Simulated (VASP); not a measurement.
# MgO (Fm-3m) in VASP: further runs

Runs on MgO. Level: PBEsol. Tasks: single point.

Program: VASP 6.6.1. These are calculated values, not measurements. Logs are shortened: lines on timing, memory, paths and dates and some standing lists are left out, and cuts for length are marked.

### Step 1. The cell of the first run

It takes space group Fm-3m (No. 225, cubic). The conventional cell has a = 4.240 Å, b = 4.240 Å, c = 4.240 Å, α = 90.00°, β = 90.00°, γ = 90.00°. Within 2.8 Å of Mg (site symmetry m-3m) lie 6 O at 2.12 Å. O (site symmetry m-3m) has 6 Mg at 2.12 Å within 2.8 Å.

### Step 2. Single point, PBEsol

INCAR

```
SYSTEM = MgO
PREC = Accurate ; ENCUT = 600
EDIFF = 1E-6 ; ISMEAR = 0
SIGMA = 0.05 ; LREAL = .FALSE.
LASPH = .TRUE. ; NELM = 120
ALGO = Normal ; ISIF = 2
LWAVE = .FALSE. ; LCHARG = .FALSE.
GGA = PS ; NBANDS = 11
GGA_COMPAT = .FALSE.
```

KPOINTS

```
Automatic mesh
0
G
  8 8 8
  0 0 0
```

POSCAR

```
MgO
1.0
    0.0000000000      2.1200000000      2.1200000000
    2.1200000000      0.0000000000      2.1200000000
    2.1200000000      2.1200000000      0.0000000000
Mg O
1 1
Direct
    0.0000000000      0.0000000000      0.0000000000
    0.5000000000      0.5000000000      0.5000000000
```

Potentials or basis: VASP PAW PBE potentials, release 64 (Mg, O).

Command:

```sh
$ cat potpaw_PBE.64/Mg/POTCAR potpaw_PBE.64/O/POTCAR > POTCAR
$ mpirun -np 1 vasp_std > vasp.out
```

OUTCAR:

```text
SYSTEM = MgO
   PREC = Accurate
   ENCUT = 600
   EDIFF = 1E-6
   ISMEAR = 0
   LREAL = .FALSE.
   LASPH = .TRUE.
   NELM = 120
   ISIF = 2
   GGA = PS

 ion  position               nearest neighbor table
   1  0.000  0.000  0.000-   2 2.12   2 2.12   2 2.12   2 2.12   2 2.12   2 2.12
   2  0.500  0.500  0.500-   1 2.12   1 2.12   1 2.12   1 2.12   1 2.12   1 2.12

  LATTYP: Found a face centered cubic cell.
 ALAT       =     4.2400000000

  Lattice vectors:

 A1 = (   0.0000000000,   2.1200000000,   2.1200000000)
 A2 = (   2.1200000000,   0.0000000000,   2.1200000000)
 A3 = (   2.1200000000,   2.1200000000,   0.0000000000)

Analysis of symmetry for initial positions (statically):
=====================================================================
 Subroutine PRICEL returns:
 Original cell was already a primitive cell.

 Routine SETGRP: Setting up the symmetry group for a
 face centered cubic supercell.

 Subroutine GETGRP returns: Found 48 space group operations
 (whereof 48 operations were pure point group operations)
 out of a pool of 48 trial point group operations.

The static configuration has the point symmetry O_h .

Analysis of symmetry for dynamics (positions and initial velocities):
=====================================================================
 Subroutine PRICEL returns:
 Original cell was already a primitive cell.

 Routine SETGRP: Setting up the symmetry group for a
 face centered cubic supercell.

 Subroutine GETGRP returns: Found 48 space group operations
 (whereof 48 operations were pure point group operations)
 out of a pool of 48 trial point group operations.

The dynamic configuration has the point symmetry O_h .

 Subroutine INISYM returns: Found 48 space group operations
 (whereof 48 operations are pure point group operations),
 and found     1 'primitive' translations

----------------------------------------------------------------------------------------

                                     Primitive cell

  volume of cell :      19.0563

  direct lattice vectors                    reciprocal lattice vectors
     0.000000000  2.120000000  2.120000000    -0.235849057  0.235849057  0.235849057
     2.120000000  0.000000000  2.120000000     0.235849057 -0.235849057  0.235849057
     2.120000000  2.120000000  0.000000000     0.235849057  0.235849057 -0.235849057

  length of vectors
     2.998132752  2.998132752  2.998132752     0.408502549  0.408502549  0.408502549

  position of ions in fractional coordinates (direct lattice)
     0.000000000  0.000000000  0.000000000
     0.500000000  0.500000000  0.500000000

  ion indices of the primitive-cell ions
   primitive index   ion index
                 1           1
                 2           2

----------------------------------------------------------------------------------------

 KPOINTS: Automatic mesh

Automatic generation of k-mesh.
 Grid dimensions read from file:
 generate k-points for:    8    8    8

 Generating k-lattice:

  Cartesian coordinates                     Fractional coordinates (reciprocal lattice)
    -0.029481132  0.029481132  0.029481132     0.125000000  0.000000000  0.000000000
     0.029481132 -0.029481132  0.029481132     0.000000000  0.125000000  0.000000000
     0.029481132  0.029481132 -0.029481132     0.000000000  0.000000000  0.125000000

  Length of vectors
     0.051062819  0.051062819  0.051062819

  Shift w.r.t. Gamma in fractional coordinates (k-lattice)
     0.000000000  0.000000000  0.000000000

 Subroutine IBZKPT returns following result:
 ===========================================

 Found     29 irreducible k-points:

 Following reciprocal coordinates:
            Coordinates               Weight
  0.000000  0.000000  0.000000      1.000000
  0.125000  0.000000  0.000000      8.000000
  0.250000  0.000000  0.000000      8.000000
  0.375000  0.000000  0.000000      8.000000
  0.500000  0.000000  0.000000      4.000000
  0.125000  0.125000  0.000000      6.000000
[... 16 lines left out ...]
  0.500000  0.250000  0.125000     48.000000
 -0.375000  0.250000  0.125000     24.000000
 [... further k-points ...]
   k-points           NKPTS =     29   k-points in BZ     NKDIM =     29   number of bands    NBANDS=     11
   number of dos      NEDOS =    301   number of ions     NIONS =      2
   total plane-waves  NPLWV =  13824
   dimension x,y,z NGX =    24 NGY =   24 NGZ =   24
   dimension x,y,z NGXF=    48 NGYF=   48 NGZF=   48
   ions per type =               1   1
   NGX,Y,Z   is equivalent  to a cutoff of  13.31, 13.31, 13.31 a.u.
   NGXF,Y,Z  is equivalent  to a cutoff of  26.62, 26.62, 26.62 a.u.
 SYSTEM =  MgO
   PREC   = accura    normal or accurate (medium, high low for compatibility)
   ISTART =      0    job   : 0-new  1-cont  2-samecut
   ICHARG =      2    charge: 1-file 2-atom 10-const
   ISPIN  =      1    spin polarized calculation?
   LNONCOLLINEAR =      F non collinear calculations
   LSORBIT =      F    spin-orbit coupling
   LASPH  =      T    aspherical Exc in radial PAW
   ENCUT  =  600.0 eV  44.10 Ry    6.64 a.u.   5.99  5.99  5.99*2*pi/ulx,y,z
   NELM   =    120;   NELMIN=  2; NELMDL= -5     # of ELM steps
   EDIFF  = 0.1E-05   stopping-criterion for ELM
   LREAL  =      F    real-space projection
   EDIFFG = 0.1E-04   stopping-criterion for IOM
   NSW    =      0    number of steps for IOM
   IBRION =     -1    ionic relax: 0-MD 1-quasi-New 2-CG
   NFREE  =      0    steps in history (QN), initial steepest desc. (CG)
   ISIF   =      2    stress and relaxation
   ISYM   =      2    0-nonsym 1-usesym 2-fastsym
   POTIM  = 0.5000    time-step for ionic-motion
   TEBEG  =    0.0;   TEEND  =   0.0 temperature during run
   PSTRESS=    0.0 pullay stress
   NELECT =       8.0000    total number of electrons
   NUPDOWN=      -1.0000    fix difference up-down
   EMIN   =  10.00;   EMAX   =-10.00  energy-range for DOS
   EFERMI =   0.00;   METHOD = LEGACY
   ISMEAR =     0;   SIGMA  =   0.05  broadening in eV -4-tet -1-fermi 0-gaus
   EFERMI_NEDOS =   21; number of points for ismear=-14 and -15
   IALGO  =     38    algorithm
   IMIX   =      4    mixing-type and parameters
     AMIX     =   0.40;   BMIX     =  1.00
     AMIX_MAG =   1.60;   BMIX_MAG =  1.00
  volume/ion in A,a.u.               =       9.53        64.30
  Fermi-wavevector in a.u.,A,eV,Ry     =   1.225817  2.316458 20.444485  1.502627
  Thomas-Fermi vector in A             =   2.360841
   LORBIT       =      0    0 simple, 1 ext, 2 COOP (PROOUT), +10 PAW based schemes
   GGA     = PS    functional components
   LHFCALC =     F    Hartree Fock is set to
   AEXX    =    0.0000 exact exchange contribution
   IVDW    =     0    specifies the selected vdW correction
   LEPSILON=     F    determine dielectric tensor
   LRPA    =     F    only Hartree local field effects (RPA)
 non-spin polarized calculation
 Gauss-broadening in eV      SIGMA  =   0.05
  energy-cutoff  :      600.00
  volume of cell :       19.06
 maximum number of plane-waves:       652
   NGX = 11   NGY = 11   NGZ = 11

 number of electron       8.0000005 magnetization

 Free energy of the ion-electron system (eV)
  ---------------------------------------------------
  ext. energy  EPLUGINS =         0.00000000
  ---------------------------------------------------
  free energy    TOTEN  =       -12.51154691 eV

  energy without entropy =      -12.51154691  energy(sigma->0) =      -12.51154691

 E-fermi :   3.1950     XC(G=0): -11.2144

 val. band max:        2.9184455414   @ k =   0.0000   0.0000   0.0000
 cond. band min:       7.3648187690   @ k =   0.0000   0.0000   0.0000
 fundamental gap:      4.4463732277
 Fermi energy:         3.1950370935

 k-point     1 :       0.0000    0.0000    0.0000
  band No.  band energies     occupation
      1     -14.1850      2.00000
      2       2.9184      2.00000
      3       2.9184      2.00000
      4       2.9184      2.00000
      5       7.3648      0.00000
      6      18.4424      0.00000
      7      18.4424      0.00000
      8      18.4424      0.00000
      9      22.2326      0.00000
     10      24.0935      0.00000
     11      24.0935      0.00000

 k-point     2 :       0.1250    0.0000    0.0000
  band No.  band energies     occupation
      1     -14.0245      2.00000
      2       1.9550      2.00000
      3       2.8171      2.00000
      4       2.8171      2.00000
      5       8.2883      0.00000
      6      16.7566      0.00000
      7      18.7917      0.00000
      8      18.7918      0.00000
      9      23.0968      0.00000
     10      23.0968      0.00000
     11      24.3654      0.00000

 k-point     3 :       0.2500    0.0000    0.0000
  band No.  band energies     occupation
      1     -13.6072      2.00000
      2       0.2600      2.00000
      3       2.5839      2.00000
      4       2.5840      2.00000
      5       9.7299      0.00000
      6      15.2075      0.00000
      7      19.2594      0.00000
      8      19.2594      0.00000
      9      22.6991      0.00000
     10      22.6991      0.00000
     11      24.4592      0.00000

 k-point     4 :       0.3750    0.0000    0.0000
  band No.  band energies     occupation
      1     -13.1368      2.00000
      2      -1.1317      2.00000
      3       2.3647      2.00000
      4       2.3647      2.00000
      5      10.4432      0.00000
      6      14.9876      0.00000
      7      19.0682      0.00000
      8      19.0682      0.00000
      9      23.6917      0.00000
     10      23.9846      0.00000
     11      23.9846      0.00000

 k-point     5 :       0.5000    0.0000    0.0000
  band No.  band energies     occupation
      1     -12.9218      2.00000
      2      -1.6744      2.00000
      3       2.2774      2.00000
      4       2.2774      2.00000
      5      10.5412      0.00000
      6      15.1995      0.00000
      7      18.8960      0.00000
      8      18.8960      0.00000
      9      23.3907      0.00000
     10      25.0066      0.00000
     11      25.0066      0.00000
[... 211 lines left out ...]
 k-point    21 :       0.5000    0.5000    0.0000
  band No.  band energies     occupation
      1     -12.6640      2.00000
      2      -1.1457      2.00000
      3       1.5798      2.00000
      4       1.5798      2.00000
      5      11.8196      0.00000
      6      12.5854      0.00000
      7      15.6826      0.00000
      8      21.4624      0.00000
      9      21.4624      0.00000
     10      27.7726      0.00000
     11      29.4134      0.00000

 k-point    22 :       0.3750    0.2500    0.1250
  band No.  band energies     occupation
      1     -13.3077      2.00000
      2      -0.0919      2.00000
      3       1.7737      2.00000
      4       2.3118      2.00000
      5      11.1250      0.00000
      6      14.1469      0.00000
      7      17.6625      0.00000
      8      20.1021      0.00000
      9      20.6934      0.00000
     10      24.9850      0.00000
     11      28.2666      0.00000

 k-point    23 :       0.5000    0.2500    0.1250
  band No.  band energies     occupation
      1     -12.9369      2.00000
      2      -0.7728      2.00000
      3       1.2011      2.00000
      4       2.0621      2.00000
      5      12.1272      0.00000
      6      14.2906      0.00000
      7      16.5126      0.00000
      8      19.6955      0.00000
      9      22.2360      0.00000
     10      24.9210      0.00000
     11      28.4844      0.00000

 k-point    24 :      -0.3750    0.2500    0.1250
  band No.  band energies     occupation
      1     -12.7721      2.00000
      2      -1.0618      2.00000
      3       0.9946      2.00000
      4       1.9437      2.00000
      5      12.3116      0.00000
      6      14.8105      0.00000
      7      16.0898      0.00000
      8      19.4502      0.00000
      9      23.0644      0.00000
     10      24.5818      0.00000
     11      28.6265      0.00000

 [... further k-points ...]
[... 5 lines left out ...]
  --------------------------------------------------------------------------------------
  -------------------------------------------------------------------------------------
  Total       -0.4191664     -0.4191664     -0.4191664     -0.0000000      0.0000000     -0.0000000
  in kB      -35.2419111    -35.2419111    -35.2419111     -0.0000000      0.0000000     -0.0000000
  external PRESSURE =     -35.2419111 kB  Pullay stress =       0.0000000 kB

 VOLUME and BASIS-vectors are now :
 -----------------------------------------------------------------------------
  energy-cutoff  :      600.00
  volume of cell :       19.06
      direct lattice vectors                 reciprocal lattice vectors
     0.000000000  2.120000000  2.120000000    -0.235849057  0.235849057  0.235849057
     2.120000000  0.000000000  2.120000000     0.235849057 -0.235849057  0.235849057
     2.120000000  2.120000000  0.000000000     0.235849057  0.235849057 -0.235849057

 POSITION                                       TOTAL-FORCE (eV/Angst)
 -----------------------------------------------------------------------------------
      0.00000      0.00000      0.00000        -0.000000     -0.000000      0.000000
      2.12000      2.12000      2.12000         0.000000      0.000000      0.000000
 -----------------------------------------------------------------------------------
    total drift:                               -0.000000     -0.000000      0.000000

  FREE ENERGIE OF THE ION-ELECTRON SYSTEM (eV)
  ---------------------------------------------------
  free  energy   TOTEN  =       -12.5115469067 eV

  energy  without entropy=      -12.5115469067  energy(sigma->0) =      -12.51154691
```

It took 7.6 s on 1 thread of Intel Xeon Platinum 8375C at 2.90GHz (Ice Lake), shared host; peak memory 0.14 GiB.

Results:

* Free energy: -12.5115 eV
* Pressure: -3.5 GPa
* Band gap on the k mesh: 4.45 eV, direct

Levels at points of the mesh, in eV from the valence-band top:
```csv
k point,band 2,band 3,band 4,band 5,band 6,band 7
"(0.00, 0.00, 0.00)",0.00,0.00,0.00,4.45,15.52,15.52
"(0.50, 0.00, 0.00)",-4.59,-0.64,-0.64,7.62,12.28,15.98
"(0.50, 0.50, 0.00)",-4.06,-1.34,-1.34,8.90,9.67,12.76
```

Caveat: the PAW data sets were made with another functional, which shifts forces and pressure a little. As with any semilocal functional, this PBEsol gap is likely too small.

[end of part 1 of 2]
